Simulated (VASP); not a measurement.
# PbS (P-6m2) in VASP: further runs

PbS is run at these levels: PBEsol; tasks: single point.

Everything below comes from runs of VASP 6.6.1. Logs are shortened: lines on timing, memory, paths and dates and some standing lists are left out, and cuts for length are marked.

## 1. The cell of the first run

It takes space group P-6m2 (No. 187, hexagonal). The conventional cell has a = 4.090 Å, b = 4.090 Å, c = 3.675 Å, α = 90.00°, β = 90.00°, γ = 120.00°. Pb (site symmetry -6m2) has 6 S at 2.99 Å and 2 Pb at 3.67 Å within 3.9 Å. Within 3.9 Å of S (site symmetry -6m2) lie 6 Pb at 2.99 Å and 2 S at 3.67 Å.

## 2. Single point, PBEsol

Contents of INCAR:

```
PREC = Accurate
ENCUT = 500
EDIFF = 1E-6
ISMEAR = 0
SIGMA = 0.02
LREAL = False
LASPH = True
NELM = 120
ALGO = Normal
ISIF = 2
LWAVE = False
LCHARG = False
GGA = PS
NBANDS = 17
GGA_COMPAT = False
```

Contents of KPOINTS:

```
regular mesh
0
Gamma
  6 6 6
```

Contents of POSCAR:

```
PbS
1.0
    4.0897000000      0.0000000000      0.0000000000
   -2.0448500000      3.5417800000      0.0000000000
    0.0000000000      0.0000000000      3.6745249000
Pb S
1 1
Direct
    0.0000000000      0.0000000000      0.0000000000
    0.6666666667      0.3333333333      0.5000000000
```

Potentials or basis: VASP PAW PBE potentials, release 64 (Pb_d, S).

On the command line:

```
$ cat potpaw_PBE.64/Pb_d/POTCAR potpaw_PBE.64/S/POTCAR > POTCAR
$ mpirun -np 1 vasp_std > vasp.out
```

OUTCAR:

```text
PREC = Accurate
   ENCUT = 500
   EDIFF = 1E-6
   ISMEAR = 0
   LREAL = False
   LASPH = True
   NELM = 120
   ISIF = 2
   GGA = PS

 ion  position               nearest neighbor table
   1  0.000  0.000  0.000-   2 2.99   2 2.99   2 2.99   2 2.99   2 2.99   2 2.99
   2  0.667  0.333  0.500-   1 2.99   1 2.99   1 2.99   1 2.99   1 2.99   1 2.99

  LATTYP: Found a hexagonal cell.
 ALAT       =     4.0897000000
 C/A-ratio  =     0.8984827493

  Lattice vectors:

 A1 = (   4.0897000000,   0.0000000000,   0.0000000000)
 A2 = (  -2.0448500000,   3.5417800000,   0.0000000000)
 A3 = (   0.0000000000,   0.0000000000,   3.6745249000)

Analysis of symmetry for initial positions (statically):
=====================================================================
 Subroutine PRICEL returns:
 Original cell was already a primitive cell.

 Routine SETGRP: Setting up the symmetry group for a
 hexagonal supercell.

 Subroutine GETGRP returns: Found 12 space group operations
 (whereof 12 operations were pure point group operations)
 out of a pool of 24 trial point group operations.

The static configuration has the point symmetry D_3h.

Analysis of symmetry for dynamics (positions and initial velocities):
=====================================================================
 Subroutine PRICEL returns:
 Original cell was already a primitive cell.

 Routine SETGRP: Setting up the symmetry group for a
 hexagonal supercell.

 Subroutine GETGRP returns: Found 12 space group operations
 (whereof 12 operations were pure point group operations)
 out of a pool of 24 trial point group operations.

The dynamic configuration has the point symmetry D_3h.

 Subroutine INISYM returns: Found 12 space group operations
 (whereof 12 operations are pure point group operations),
 and found     1 'primitive' translations

----------------------------------------------------------------------------------------

                                     Primitive cell

  volume of cell :      53.2248

  direct lattice vectors                    reciprocal lattice vectors
     4.089700000  0.000000000  0.000000000     0.244516713  0.141171953  0.000000000
    -2.044850000  3.541780000  0.000000000     0.000000000  0.282343906  0.000000000
     0.000000000  0.000000000  3.674524900     0.000000000  0.000000000  0.272144026

  length of vectors
     4.089700000  4.089696455  3.674524900     0.282343661  0.282343906  0.272144026

[... 79 lines left out ...]
   NELM   =    120;   NELMIN=  2; NELMDL= -5     # of ELM steps
   EDIFF  = 0.1E-05   stopping-criterion for ELM
   LREAL  =      F    real-space projection
   EDIFFG = 0.1E-04   stopping-criterion for IOM
   NSW    =      0    number of steps for IOM
   IBRION =     -1    ionic relax: 0-MD 1-quasi-New 2-CG
   NFREE  =      0    steps in history (QN), initial steepest desc. (CG)
   ISIF   =      2    stress and relaxation
   ISYM   =      2    0-nonsym 1-usesym 2-fastsym
   POTIM  = 0.5000    time-step for ionic-motion
   TEBEG  =    0.0;   TEEND  =   0.0 temperature during run
   PSTRESS=    0.0 pullay stress
   NELECT =      20.0000    total number of electrons
   NUPDOWN=      -1.0000    fix difference up-down
   EMIN   =  10.00;   EMAX   =-10.00  energy-range for DOS
   EFERMI =   0.00;   METHOD = LEGACY
   ISMEAR =     0;   SIGMA  =   0.02  broadening in eV -4-tet -1-fermi 0-gaus
   EFERMI_NEDOS =   21; number of points for ismear=-14 and -15
   IALGO  =     38    algorithm
   IMIX   =      4    mixing-type and parameters
     AMIX     =   0.40;   BMIX     =  1.00
     AMIX_MAG =   1.60;   BMIX_MAG =  1.00
  volume/ion in A,a.u.               =      26.61       179.59
  Fermi-wavevector in a.u.,A,eV,Ry     =   1.181354  2.232436 18.988256  1.395597
  Thomas-Fermi vector in A             =   2.317629
   LORBIT       =      0    0 simple, 1 ext, 2 COOP (PROOUT), +10 PAW based schemes
   GGA     = PS    functional components
   LHFCALC =     F    Hartree Fock is set to
   AEXX    =    0.0000 exact exchange contribution
   IVDW    =     0    specifies the selected vdW correction
   LEPSILON=     F    determine dielectric tensor
   LRPA    =     F    only Hartree local field effects (RPA)
 non-spin polarized calculation
 Gauss-broadening in eV      SIGMA  =   0.02
  energy-cutoff  :      500.00
  volume of cell :       53.22
 maximum number of plane-waves:      1368
 NGX is ok and might be reduce to    30
   NGX = 15   NGY = 15   NGZ = 13

 number of electron      19.9999999 magnetization

 Free energy of the ion-electron system (eV)
  ---------------------------------------------------
  ext. energy  EPLUGINS =         0.00000000
  ---------------------------------------------------
  free energy    TOTEN  =        -9.20240996 eV

  energy without entropy =       -9.20240996  energy(sigma->0) =       -9.20240996

 E-fermi :   5.4787     XC(G=0):  -9.7710

 val. band max:        5.3902252582   @ k =   0.0000   0.0000   0.5000
 cond. band min:       5.6149449426   @ k =   0.3333   0.3333   0.0000
 fundamental gap:      0.2247196844
 Fermi energy:         5.4786968029

 k-point     1 :       0.0000    0.0000    0.0000
  band No.  band energies     occupation
      1     -11.4469      2.00000
      2     -11.3862      2.00000
      3     -11.3862      2.00000
      4     -11.2899      2.00000
      5     -11.2899      2.00000
      6      -8.0107      2.00000
[... 457 lines left out ...]
      4     -11.3279      2.00000
      5     -11.2501      2.00000
      6      -6.2662      2.00000
[... 9 lines left out ...]
     16      15.7629      0.00000
     17      17.5889      0.00000

 [... further k-points ...]

------------------------ aborting loop because EDIFF is reached ----------------------------------------

  FORCE on cell =-STRESS in cart. coord.  units (eV):
  Direction    XX          YY          ZZ          XY          YZ          ZX
  --------------------------------------------------------------------------------------
  -------------------------------------------------------------------------------------
  Total       -0.6560852     -0.6560836      0.1986136      0.0000000      0.0000000      0.0000000
  in kB      -19.7495211    -19.7494754      5.9786803      0.0000000      0.0000000      0.0000000
  external PRESSURE =     -11.1734387 kB  Pullay stress =       0.0000000 kB

 VOLUME and BASIS-vectors are now :
 -----------------------------------------------------------------------------
  energy-cutoff  :      500.00
  volume of cell :       53.22
      direct lattice vectors                 reciprocal lattice vectors
     4.089700000  0.000000000  0.000000000     0.244516713  0.141171953  0.000000000
    -2.044850000  3.541780000  0.000000000     0.000000000  0.282343906  0.000000000
     0.000000000  0.000000000  3.674524900     0.000000000  0.000000000  0.272144026

 POSITION                                       TOTAL-FORCE (eV/Angst)
 -----------------------------------------------------------------------------------
      0.00000      0.00000      0.00000        -0.000000     -0.000000      0.000000
      2.04485      1.18059      1.83726         0.000000      0.000000      0.000000
 -----------------------------------------------------------------------------------
    total drift:                               -0.000000      0.000000      0.000000

  FREE ENERGIE OF THE ION-ELECTRON SYSTEM (eV)
  ---------------------------------------------------
  free  energy   TOTEN  =        -9.2024099627 eV

  energy  without entropy=       -9.2024099627  energy(sigma->0) =       -9.20240996
```

OSZICAR:

```text
N       E                     dE             d eps       ncg     rms          rms(c)
DAV:   1     0.160318963197E+03    0.16032E+03   -0.95170E+03   960   0.119E+03
DAV:   2     0.243600124442E+01   -0.15788E+03   -0.15235E+03  1005   0.308E+02
DAV:   3    -0.940380134728E+01   -0.11840E+02   -0.11760E+02  1229   0.915E+01
DAV:   4    -0.968748448145E+01   -0.28368E+00   -0.28346E+00  1222   0.157E+01
DAV:   5    -0.969861823420E+01   -0.11134E-01   -0.11133E-01  1347   0.297E+00    0.444E+00
DAV:   6    -0.921335333795E+01    0.48526E+00   -0.13509E+00  1464   0.836E+00    0.306E+00
DAV:   7    -0.920543068575E+01    0.79227E-02   -0.11709E-01  1174   0.177E+00    0.164E+00
DAV:   8    -0.920246409981E+01    0.29666E-02   -0.11959E-02  1162   0.105E+00    0.148E-01
DAV:   9    -0.920229794806E+01    0.16615E-03   -0.20039E-03  1502   0.330E-01    0.930E-02
DAV:  10    -0.920241065188E+01   -0.11270E-03   -0.21569E-04  1048   0.858E-02    0.404E-02
DAV:  11    -0.920240909117E+01    0.15607E-05   -0.21377E-05  1313   0.454E-02    0.867E-03
DAV:  12    -0.920240996269E+01   -0.87152E-06   -0.18298E-06  1094   0.143E-02
   1 F= -.92024100E+01 E0= -.92024100E+01  d E =-.165848E-12
```

It took 14 s on 1 thread of Intel Xeon Platinum 8488C (Sapphire Rapids), shared host; peak memory 0.17 GiB.

What came out:

```yaml
Free_energy: -9.2024 eV
Pressure: -1.1 GPa
Band_gap_on_the_k_mesh: zero (band 10 reaches 5.61 eV, above the bottom of band 11 at 4.98 eV)
```

Caveat: the PAW data sets were made with another functional, which shifts forces and pressure a little; spin-orbit coupling is left out, which moves the levels of the heavy elements.

## 3. Single point, PBEsol

This run uses another cell than the first one, of 27.02 Å³/atom, 1.015 times its volume.

Contents of INCAR:

```
ALGO     = Normal         # electronic algorithm
EDIFF    = 1E-6           # SCF threshold, eV
ENCUT    = 500            # plane-wave cutoff, eV
GGA      = PS             # functional
GGA_COMPAT= False        
ISIF     = 2              # what is computed and relaxed
ISMEAR   = 0              # smearing method
LASPH    = True           # aspherical terms in the spheres
LCHARG   = False          # write CHGCAR
LREAL    = False          # projectors in reciprocal space
LWAVE    = False          # write WAVECAR
NBANDS   = 17             # bands
NELM     = 120            # most SCF steps
PREC     = Accurate       # precision mode
SIGMA    = 0.02           # smearing width, eV
```

Contents of KPOINTS:

```
k-points
0
Gamma
  6 6 6
```

POSCAR, as its differences from that of step 2:

```diff
@@ -4,3 +4,3 @@
    -2.0448500000      3.5417800000      0.0000000000
-    0.0000000000      0.0000000000      3.6745249000
+    0.0000000000      0.0000000000      3.7313474500
 Pb S
```

Potentials or basis: VASP PAW PBE potentials, release 64 (Pb_d, S).

On the command line:

```
$ cat potpaw_PBE.64/Pb_d/POTCAR potpaw_PBE.64/S/POTCAR > POTCAR
$ mpirun -np 1 vasp_std > vasp.out
```

Run time: 16 s. Hardware: 1 thread of Intel Xeon Platinum 8488C (Sapphire Rapids), shared host; peak memory 0.17 GiB.

Results (log left out):

- Free energy: -9.2009 eV
- Pressure: -2.1 GPa
- Band gap on the k mesh: zero (band 10 reaches 5.39 eV, above the bottom of band 11 at 4.81 eV)

Stress tensor (GPa, compression positive):
```
-2.48  0.00  0.00
 0.00 -2.48  0.00
 0.00  0.00 -1.33
```

Levels at points of the mesh, in eV from the Fermi level:
```
           k point  band 7  band 8  band 9  band 10  band 11  band 12  band 13  band 14
(0.00, 0.00, 0.00)   -6.51   -2.20   -1.88    -1.88     3.25     3.25     5.09     6.54
(0.50, 0.00, 0.00)   -8.68   -2.92   -1.94    -1.21     1.92     3.95     5.24     5.25
(0.00, 0.00, 0.50)   -9.11   -1.24   -1.24    -0.08     0.61     3.73     3.73     8.00
(0.50, 0.00, 0.50)   -7.50   -4.30   -4.23    -1.57     1.97     2.56     2.67     8.04
```

Caveat: the PAW data sets were made with another functional, which shifts forces and pressure a little; spin-orbit coupling is left out, which moves the levels of the heavy elements.
